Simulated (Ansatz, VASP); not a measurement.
One calculation of AlGaN2, two programs

The input INCAR:

```
  PREC = Accurate
  ENCUT = 520
  EDIFF = 1E-7
  ISMEAR = 0
  SIGMA = 0.05
  LREAL = F
  LASPH = T
  NELM = 100
  ALGO = Normal
  ISIF = 2
  LWAVE = F
  LCHARG = F
  NBANDS = 21
```

KPOINTS

```
Automatic mesh
0
Gamma
  8 8 6
```

Contents of POSCAR:

```
AlGaN2
1.0
    3.3834072354      0.0000000000      0.0000000000
    0.0000000000      3.3834072354      0.0000000000
    0.0000000000      0.0000000000      3.8123479684
Al Ga N
1 1 2
Direct
    0.5000000000      0.5000000000      0.5000000000
    0.0000000000      0.0000000000      0.0000000000
    0.5000000000      0.0000000000      0.7382648100
    0.0000000000      0.5000000000      0.2617351900
```

Input for Ansatz:

```yaml
crystal:
  lattice:
    - [3.3834072354, 0.0, 0.0]
    - [0.0, 3.3834072354, 0.0]
    - [0.0, 0.0, 3.8123479684]
  atoms:
    - { symbol: Al, position: [0.5, 0.5, 0.5] }
    - { symbol: Ga, position: [0.0, 0.0, 0.0] }
    - { symbol: "N", position: [0.5, 0.0, 0.73826481] }
    - { symbol: "N", position: [0.0, 0.5, 0.26173519] }
basis:
  ecutwfc: 420
kpoints:
  mp_grid: { grid: [8, 8, 6] }
hamiltonian:
  xc: lda
scf:
  occupations: { method: gaussian, width: 0.05 }
output:
  forces: true
  stress: true
  eigenvalues: true
```

Alike in both runs: task single point; functional LDA; k mesh 8 × 8 × 6; occupations gaussian, width 0.05 eV; no spin polarisation.

```csv
,VASP,Ansatz
version,VASP 6.6.1,Ansatz 0.2.0
potentials or method,"VASP PAW LDA potentials, release 64 (Al, Ga_d, N), cutoff 520 eV","scalar-relativistic, plane waves, PAW"
valence electrons in the cell,26,26
```

```tsv
	VASP	Ansatz	Ansatz less VASP
gap on the k mesh at the Fermi level (eV)	2.43	2.42	-0.014
least direct gap on the mesh (eV)	2.43	2.42	-0.014
pressure (GPa)	-8.3	-9.1	-0.74
traceless stress, the component that is largest in VASP (GPa)	12.38	12.57	+0.181
rms of the force components (eV/Å)	0.089	0.079	-0.0094
```

LDA's correlation is that of Perdew and Zunger in VASP and of Perdew and Wang (1992) in Ansatz. Atom by atom the forces differ by 0.009 eV/Å (rms over components).
